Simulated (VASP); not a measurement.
# MoS2 (R-3m) in VASP: further runs, part 2 of 2

VASP 6.6.1. The steps go on from the part before.

### Step 3. Relaxation of cell and atoms, PBEsol+D4

This run uses another cell than the first one, of 17.75 Å³/atom.

INCAR reads:

```
SYSTEM = MoS2
PREC = Accurate
ENCUT = 600
EDIFF = 1E-6
ISMEAR = -1
SIGMA = 0.05
LREAL = .False.
LASPH = .True.
NELM = 100
ALGO = Normal
ISIF = 3
LWAVE = .False.
LCHARG = .False.
GGA = PS
IVDW = 13
IBRION = 2
NSW = 60
EDIFFG = -0.01
```

KPOINTS reads:

```
Automatic mesh
0
Gamma
  10 10 10
  0 0 0
```

POSCAR reads:

```
MoS2
1.0
    1.5855000000      0.9153888518      6.1149966667
   -1.5855000000      0.9153888518      6.1149966667
    0.0000000000     -1.8307777036      6.1149966667
Mo S
1 2
Direct
    0.0000000000      0.0000000000      0.0000000000
    0.2500000000      0.2500000000      0.2500000000
    0.7500000000      0.7500000000      0.7500000000
```

Potentials or basis: VASP PAW PBE potentials, release 64 (Mo_sv, S).

The run is started by

```console
> cat potpaw_PBE.64/Mo_sv/POTCAR potpaw_PBE.64/S/POTCAR > POTCAR
> mpirun -np 1 vasp_std > vasp.out
```

OUTCAR:

```text
SYSTEM = MoS2
   PREC = Accurate
   ENCUT = 600
   EDIFF = 1E-6
   ISMEAR = -1
   LREAL = .False.
   LASPH = .True.
   NELM = 100
   ISIF = 3
   GGA = PS
   IVDW = 13
   IBRION = 2
   NSW = 60
   EDIFFG = -0.01

 ion  position               nearest neighbor table
   1  0.000  0.000  0.000-   3 2.39   2 2.39   3 2.39   3 2.39   2 2.39   2 2.39
   2  0.250  0.250  0.250-   1 2.39   1 2.39   1 2.39
   3  0.750  0.750  0.750-   1 2.39   1 2.39   1 2.39

  LATTYP: Found a trigonal (rhomboedric) cell.
 ALAT       =     6.3831756386
 COS(alpha) =     0.8766074614

  Lattice vectors:

 A1 = (   1.5855000000,   0.9153888518,   6.1149966667)
 A2 = (  -1.5855000000,   0.9153888518,   6.1149966667)
 A3 = (   0.0000000000,  -1.8307777036,   6.1149966667)

Analysis of symmetry for initial positions (statically):
=====================================================================
 Subroutine PRICEL returns:
 Original cell was already a primitive cell.

 Routine SETGRP: Setting up the symmetry group for a
 trigonal (rhombohedral) supercell.

 Subroutine GETGRP returns: Found 12 space group operations
 (whereof 12 operations were pure point group operations)
 out of a pool of 12 trial point group operations.

The static configuration has the point symmetry D_3d.

Analysis of symmetry for dynamics (positions and initial velocities):
=====================================================================
 Subroutine PRICEL returns:
 Original cell was already a primitive cell.

 Routine SETGRP: Setting up the symmetry group for a
 trigonal (rhombohedral) supercell.

 Subroutine GETGRP returns: Found 12 space group operations
 (whereof 12 operations were pure point group operations)
 out of a pool of 12 trial point group operations.

The dynamic configuration has the point symmetry D_3d.

 Subroutine INISYM returns: Found 12 space group operations
 (whereof 12 operations are pure point group operations),
 and found     1 'primitive' translations

----------------------------------------------------------------------------------------

                                     Primitive cell

  volume of cell :      53.2500
[... 111 lines left out ...]
     AMIX_MAG =   1.60;   BMIX_MAG =  1.00
  volume/ion in A,a.u.               =      17.75       119.78
  Fermi-wavevector in a.u.,A,eV,Ry     =   1.289118  2.436081 22.610522  1.661826
  Thomas-Fermi vector in A             =   2.421031
   LORBIT       =      0    0 simple, 1 ext, 2 COOP (PROOUT), +10 PAW based schemes
   GGA     = PS    functional components
   LHFCALC =     F    Hartree Fock is set to
   AEXX    =    0.0000 exact exchange contribution
   IVDW    =    13    specifies the selected vdW correction
   LEPSILON=     F    determine dielectric tensor
   LRPA    =     F    only Hartree local field effects (RPA)
 conjugate gradient relaxation of ions
 non-spin polarized calculation
  energy-cutoff  :      600.00
  volume of cell :       53.25
 maximum number of plane-waves:      1800
 NGX is ok and might be reduce to    54
   NGX = 25   NGY = 25   NGZ = 25

--------------------------------------- Ionic step        1  -------------------------------------------

 number of electron      26.0000000 magnetization

 Free energy of the ion-electron system (eV)
  ---------------------------------------------------
  ext. energy  EPLUGINS =         0.00000000
  ---------------------------------------------------
  free energy    TOTEN  =       -22.60747078 eV

  energy without entropy =      -22.60155871  energy(sigma->0) =      -22.60451474

------------------------ aborting loop because EDIFF is reached ----------------------------------------

  DFT-D4 for vdW energy calculation

  Edisp (eV):   -0.73857
[... 108 lines left out ...]
  FREE ENERGIE OF THE ION-ELECTRON SYSTEM (eV)
  ---------------------------------------------------
  free  energy   TOTEN  =       -23.3765532554 eV

  energy  without entropy=      -23.3701668678  energy(sigma->0) =      -23.37336006

[... ionic steps 4 to 9 ...]

--------------------------------------- Ionic step       10  -------------------------------------------

 number of electron      25.9999999 magnetization

------------------------ aborting loop because EDIFF is reached ----------------------------------------
[... 77 lines left out ...]
--------------------------------------- Ionic step       12  -------------------------------------------

 number of electron      25.9999999 magnetization

 Free energy of the ion-electron system (eV)
  ---------------------------------------------------
  ext. energy  EPLUGINS =         0.00000000
  ---------------------------------------------------
  free energy    TOTEN  =       -22.63464977 eV

  energy without entropy =      -22.62844655  energy(sigma->0) =      -22.63154816

 E-fermi :   8.7491     XC(G=0): -11.5807

 val. band max:        8.7461350122   @ k =   0.5000   0.3000   0.1000
 cond. band min:       8.7852710544   @ k =   0.5000   0.4000   0.2000
 fundamental gap:      0.0391360422
 Fermi energy:         8.7491324922

 k-point     1 :       0.0000    0.0000    0.0000
  band No.  band energies     occupation
      1     -52.7823      2.00000
      2     -26.9454      2.00000
      3     -26.7323      2.00000
      4     -26.7323      2.00000
      5      -6.6701      2.00000
      6      -4.7905      2.00000
[... 457 lines left out ...]
      4     -26.8459      2.00000
      5      -4.6620      2.00000
      6      -4.5149      2.00000
[... 9 lines left out ...]
     16      11.7687      0.00000
     17      13.3443      0.00000

 [... further k-points ...]

------------------------ aborting loop because EDIFF is reached ----------------------------------------

  DFT-D4 for vdW energy calculation

  Edisp (eV):   -0.80057
[... 26 lines left out ...]
  FREE ENERGIE OF THE ION-ELECTRON SYSTEM (eV)
  ---------------------------------------------------
  free  energy   TOTEN  =       -23.4352184298 eV

  energy  without entropy=      -23.4290152099  energy(sigma->0) =      -23.43211682

 reached required accuracy - stopping structural energy minimisation
```

CONTCAR:

```text
MoS2
   1.00000000000000
     1.5491866327804782    0.8944233194606384    5.8911850407668149
    -1.5491866327804782    0.8944233194606384    5.8911850407668149
    -0.0000000000000000   -1.7888466389212765    5.8911850407668149
  Mo              S
     1     2
Direct
     1.0000000000000000    1.0000000000000000    1.0000000000000000
     0.2425370758892192    0.2425370758892192    0.2425370758892192
     0.7574629241107806    0.7574629241107806    0.7574629241107806

  0.00000000E+00  0.00000000E+00  0.00000000E+00
  0.00000000E+00  0.00000000E+00  0.00000000E+00
  0.00000000E+00  0.00000000E+00  0.00000000E+00
```

It took 62 min on 1 thread of Intel Xeon Platinum 8488C (Sapphire Rapids), shared host; peak memory 0.54 GiB.

Results:

```yaml
Free_energy: -23.4352 eV
Relaxed_volume: 16.33 Å³/atom
Relaxed_cell: a = 6.157 Å, b = 6.157 Å, c = 6.157 Å, α = 29.15°, β = 29.15°, γ = 29.15°
Space_group_after_relaxing_to_0.1_Å: R-3m (No. 166)
Energy_gained_by_relaxing: 29.7 meV/atom
Ionic_steps: 12
Pressure_after_relaxing: 0.0 GPa
Largest_force_after_relaxing: 0.008 eV/Å
Band_gap_on_the_k_mesh: zero (bands 13 and 14 overlap by 0.34 eV)
Dispersion_energy_per_atom: -0.267 eV
```

Forces in eV/Å, atoms in the order of the input:
```
Mo   0.000  0.000  0.000
S    0.000  0.000  0.008
S    0.000  0.000 -0.008
```

The path:
```
step  energy change (eV)  largest force (eV/Å)  pressure (GPa)  volume (Å³)
   1              0.0000                0.7653            0.73        53.25
   2             -0.0240                0.2477           -5.05        53.86
   3             -0.0305                0.0558           -3.30        53.67
   4             -0.0593                0.1491           -0.59        51.72
   5             -0.0601                0.1643            0.00        51.33
   6             -0.0652                0.1275           -0.15        51.07
   7             -0.0777                0.0163           -0.48        50.28
   8             -0.0854                0.2209           -0.70        48.70
   9             -0.0862                0.1357           -0.66        49.19
  10             -0.0856                0.1827            2.04        48.39
  11             -0.0882                0.0128            0.57        48.82
  12             -0.0892                0.0079            0.01        48.98
```

Final structure:
```
Mo S
1.0
     1.54919    0.89442    5.89119
    -1.54919    0.89442    5.89119
     0.00000   -1.78885    5.89119
Mo S
1 2
Direct
  0.00000 0.00000 0.00000
  0.24254 0.24254 0.24254
  0.75746 0.75746 0.75746
```

Caveat: the PAW data sets were made with another functional, which shifts forces and pressure a little.

### Step 4. Relaxation of cell and atoms, PBEsol+U

This run uses another cell than the first one, of 17.75 Å³/atom.

INCAR reads:

```
PREC     = Accurate       # precision mode
ENCUT    = 600            # plane-wave cutoff, eV
EDIFF    = 1E-6           # SCF threshold, eV
ISMEAR   = -1             # smearing method
SIGMA    = 0.05           # smearing width, eV
LREAL    = F              # projectors in reciprocal space
LASPH    = T              # aspherical terms in the spheres
NELM     = 150            # most SCF steps
ALGO     = Normal         # electronic algorithm
ISIF     = 3              # what is computed and relaxed
LWAVE    = F              # write WAVECAR
LCHARG   = F              # write CHGCAR
LMAXMIX  = 4              # l up to which the mixer works
LDAU     = T              # DFT+U
LDAUTYPE = 2            
LDAUL    = 2 -1           # shell
LDAUU    = 2 0            # U, eV
LDAUJ    = 0 0          
LDAUPRINT= 1            
GGA      = PS             # functional
IBRION   = 2              # ionic algorithm
NSW      = 60             # ionic steps
EDIFFG   = -0.01          # ionic threshold
```

KPOINTS reads:

```
regular mesh
0
Gamma
  10 10 10
```

POSCAR is that of step 3.

Potentials or basis: VASP PAW PBE potentials, release 64 (Mo_sv, S).

The run is started by

```console
> cat potpaw_PBE.64/Mo_sv/POTCAR potpaw_PBE.64/S/POTCAR > POTCAR
> mpirun -np 1 vasp_std > vasp.out
```

OUTCAR:

```text
PREC = Accurate
   ENCUT = 600
   EDIFF = 1E-6
   ISMEAR = -1
   LREAL = F
   LASPH = T
   NELM = 150
   ISIF = 3
   GGA = PS
   IBRION = 2
   NSW = 60
   EDIFFG = -0.01

 ion  position               nearest neighbor table
   1  0.000  0.000  0.000-   3 2.39   2 2.39   3 2.39   3 2.39   2 2.39   2 2.39
   2  0.250  0.250  0.250-   1 2.39   1 2.39   1 2.39
   3  0.750  0.750  0.750-   1 2.39   1 2.39   1 2.39

  LATTYP: Found a trigonal (rhomboedric) cell.
 ALAT       =     6.3831756386
 COS(alpha) =     0.8766074614

  Lattice vectors:

 A1 = (   1.5855000000,   0.9153888518,   6.1149966667)
 A2 = (  -1.5855000000,   0.9153888518,   6.1149966667)
 A3 = (   0.0000000000,  -1.8307777036,   6.1149966667)

Analysis of symmetry for initial positions (statically):
=====================================================================
 Subroutine PRICEL returns:
 Original cell was already a primitive cell.

 Routine SETGRP: Setting up the symmetry group for a
 trigonal (rhombohedral) supercell.

 Subroutine GETGRP returns: Found 12 space group operations
 (whereof 12 operations were pure point group operations)
 out of a pool of 12 trial point group operations.
[... 385 lines left out ...]
  o =  0.4210  v =  0.0000  0.0000  0.0000  0.0000  0.0000  0.2543  0.0008  0.0000 -0.9671 -0.0002      0.0000  0.0000  0.0000  0.0000  0.0000  0.0000  0.0000  0.0000  0.0000  0.0000
  o =  0.4210  v =  0.2543  0.0008  0.0000 -0.9671 -0.0002  0.0000  0.0000  0.0000  0.0000  0.0000      0.0000  0.0000  0.0000  0.0000  0.0000  0.0000  0.0000  0.0000  0.0000  0.0000

--------------------------------------- Ionic step       25  -------------------------------------------

 number of electron      26.0000000 magnetization

 Free energy of the ion-electron system (eV)
  ---------------------------------------------------
  ext. energy  EPLUGINS =         0.00000000
  ---------------------------------------------------
  free energy    TOTEN  =       -20.26164320 eV

  energy without entropy =      -20.25486688  energy(sigma->0) =      -20.25825504

 E-fermi :   7.9647     XC(G=0): -11.1767

 val. band max:        7.9564058491   @ k =  -0.2000   0.5000   0.2000
 cond. band min:       7.9771622449   @ k =  -0.3000   0.4000   0.1000
 fundamental gap:      0.0207563958
 Fermi energy:         7.9647255355

 k-point     1 :       0.0000    0.0000    0.0000
  band No.  band energies     occupation
      1     -53.8664      2.00000
      2     -27.9709      2.00000
      3     -27.8432      2.00000
      4     -27.8432      2.00000
      5      -7.2180      2.00000
      6      -5.6113      2.00000
[... 457 lines left out ...]
      4     -27.9004      2.00000
      5      -5.3911      2.00000
      6      -5.2560      2.00000
[... 9 lines left out ...]
     16      10.8366      0.00000
     17      12.3149      0.00000

 [... further k-points ...]

------------------------ aborting loop because EDIFF is reached ----------------------------------------

  FORCE on cell =-STRESS in cart. coord.  units (eV):
  Direction    XX          YY          ZZ          XY          YZ          ZX
  --------------------------------------------------------------------------------------
  -------------------------------------------------------------------------------------
  Total        0.0015937      0.0015937     -0.0009760      0.0000000      0.0000000      0.0000000
  in kB        0.0488481      0.0488481     -0.0299164      0.0000000      0.0000000      0.0000000
  external PRESSURE =       0.0225933 kB  Pullay stress =       0.0000000 kB
[... 18 lines left out ...]
  FREE ENERGIE OF THE ION-ELECTRON SYSTEM (eV)
  ---------------------------------------------------
  free  energy   TOTEN  =       -20.2616432021 eV

  energy  without entropy=      -20.2548668807  energy(sigma->0) =      -20.25825504

 reached required accuracy - stopping structural energy minimisation
```

OSZICAR:

```text
N       E                     dE             d eps       ncg     rms          rms(c)
DAV:   1     0.206557652302E+03    0.20656E+03   -0.14768E+04  3944   0.161E+03
DAV:   2    -0.138633245829E+02   -0.22042E+03   -0.21751E+03  5041   0.374E+02
DAV:   3    -0.217617540721E+02   -0.78984E+01   -0.77128E+01  4789   0.663E+01
[... 207 lines left out ...]
DAV:   3    -0.202616460261E+02    0.17591E-03   -0.59870E-04  4801   0.179E-01    0.506E-02
DAV:   4    -0.202616422415E+02    0.37846E-05   -0.59410E-05  4356   0.559E-02    0.285E-02
DAV:   5    -0.202616412106E+02    0.10309E-05   -0.21594E-05  4445   0.243E-02    0.160E-02
DAV:   6    -0.202616426913E+02   -0.14807E-05   -0.46819E-06  3327   0.147E-02    0.500E-03
DAV:   7    -0.202616432021E+02   -0.51078E-06   -0.39518E-07  1985   0.490E-03
  25 F= -.20261643E+02 E0= -.20258255E+02  d E =-.175277E-03
```

CONTCAR:

```text
MoS2
   1.00000000000000
     1.5706893994175761    0.9068379475668819    6.1164316392552776
    -1.5706893994175761    0.9068379475668819    6.1164316392552776
     0.0000000000000000   -1.8136758951337637    6.1164316392552776
  Mo              S
     1     2
Direct
     0.0000000000000000    0.0000000000000000    0.0000000000000000
     0.2464483449729600    0.2464483449729600    0.2464483449729600
     0.7535516550270402    0.7535516550270402    0.7535516550270402

  0.00000000E+00  0.00000000E+00  0.00000000E+00
  0.00000000E+00  0.00000000E+00  0.00000000E+00
  0.00000000E+00  0.00000000E+00  0.00000000E+00
```

Wall time 68 min (1 thread of AMD EPYC 9R45 (Zen 5), shared host); peak memory 0.49 GiB.

Results:

| Item | Value |
| --- | --- |
| Free energy | -20.2616 eV |
| Relaxed volume | 17.42 Å³/atom |
| Relaxed cell | a = 6.380 Å, b = 6.380 Å, c = 6.380 Å, α = 28.51°, β = 28.51°, γ = 28.51° |
| Space group after relaxing (to 0.1 Å) | R-3m (No. 166) |
| Energy gained by relaxing | 16.2 meV/atom |
| Ionic steps | 25 |
| Pressure after relaxing | 0.0 GPa |
| Largest force after relaxing | 0.009 eV/Å |
| Band gap on the k mesh | zero (bands 13 and 14 overlap by 0.49 eV) |

Forces on the atoms (eV/Å):
```
Mo   0.000  0.000  0.000
S    0.000  0.000 -0.009
S    0.000  0.000  0.009
```

Step by step:
```csv
step,energy change (eV),largest force (eV/Å),pressure (GPa),volume (Å³)
1,0.0000,0.8552,4.00,53.25
2,0.0590,0.9676,-8.60,56.73
3,-0.0335,0.1114,-1.22,54.52
4,-0.0335,0.1254,-1.17,54.49
5,-0.0432,0.0698,-0.59,53.87
6,-0.0451,0.0358,-0.17,53.45
7,-0.0451,0.0345,-0.14,53.42
8,-0.0455,0.0604,0.06,53.30
9,-0.0458,0.1383,0.70,52.92
10,-0.0458,0.1207,0.55,53.01
11,-0.0459,0.1199,0.55,53.00
12,-0.0461,0.1176,0.54,52.97
13,-0.0464,0.1136,0.49,52.90
14,-0.0470,0.1058,0.45,52.77
15,-0.0478,0.0893,0.35,52.51
16,-0.0477,0.0564,0.19,51.99
17,-0.0481,0.0753,0.30,52.27
18,-0.0483,0.0291,-0.04,52.36
19,-0.0483,0.0025,-0.23,52.41
20,-0.0484,0.0095,-0.20,52.39
21,-0.0483,0.0161,-0.16,52.38
22,-0.0484,0.0132,-0.15,52.39
23,-0.0484,0.0112,-0.16,52.39
24,-0.0484,0.0106,-0.12,52.36
25,-0.0485,0.0092,0.00,52.27
```

Final structure:
```
CELL_PARAMETERS angstrom
1.57069 0.90684 6.11643
-1.57069 0.90684 6.11643
0.00000 -1.81368 6.11643
ATOMIC_POSITIONS crystal
Mo 0.00000 0.00000 0.00000
S 0.24645 0.24645 0.24645
S 0.75355 0.75355 0.75355
```

Eigenvalues of the final occupation matrices:
| site | spin | trace | eigenvalues |
| --- | --- | --- | --- |
| site 1 d | 1 | 1.98 | 0.37 0.37 0.40 0.42 0.42 |
| site 1 d | 2 | 1.98 | 0.37 0.37 0.40 0.42 0.42 |

Caveat: the PAW data sets were made with another functional, which shifts forces and pressure a little; U without spin polarisation on a metal has little footing.

### Step 5. The runs side by side

```tsv
task	level	U	cell	cutoff (eV)	gap on the mesh (eV)	pressure (GPa)	relaxed volume (Å³/atom)	largest force (eV/Å)
single point	r2SCAN	-	a = 6.508 Å, angles 28.8°, 3 atoms	520	none	-1.7	-	0.18
relaxation of cell and atoms	PBEsol+D4	-	relaxed from a = 6.383 Å, angles 28.8°, 3 atoms	600	none	0.0	16.33	0.01
relaxation of cell and atoms	PBEsol+U	Mo d U = 2.0 eV	relaxed from a = 6.383 Å, angles 28.8°, 3 atoms	600	none	0.0	17.42	0.01
```

Alike in all rows: potentials or basis VASP PAW PBE potentials, release 64 (Mo_sv, S); no spin polarisation; k mesh 10 × 10 × 10; smearing fermi-dirac 0.05 eV.

Caveats: the PAW data sets were made with another functional, which shifts forces and pressure a little; U without spin polarisation on a metal has little footing (at least some runs).

Absolute energies hang on the potentials; compare differences alone.
